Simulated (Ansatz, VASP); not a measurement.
# One calculation of Be2C, two programs

```
Be C
1.0
     0.00000    2.15538    2.16615
     2.15538    0.00000    2.16615
     2.15538    2.15538    0.00000
Be C
2 1
Direct
  0.25000 0.25000 0.25000
  0.75000 0.75000 0.75000
  0.00000 0.00000 0.00000
```

Change from the starting cell: z stretched by +0.5 %, x and y held.

Alike in both runs: task single point; functional PBEsol; k mesh 8 × 8 × 8; no spin polarisation.

```csv
,VASP,Ansatz
version,VASP 6.6.1,Ansatz 0.2.0
potentials or method,"VASP PAW PBE potentials, release 64 (Be, C), cutoff 600 eV","all-electron LAPW, scalar-relativistic"
occupations,"gaussian, width 0.01 eV",fixed
```

```csv
,VASP,Ansatz,Ansatz less VASP
gap on the k mesh at the Fermi level (eV),1.03,1.04,+0.011
pressure (GPa),-0.5,-1.2,-0.74
"traceless stress, the component that is largest in VASP (GPa)",-1.86,-1.86,-0.001
```

VASP's potentials were made for PBE, not for PBEsol. Ansatz ran all-electron here, and VASP with PAW potentials.
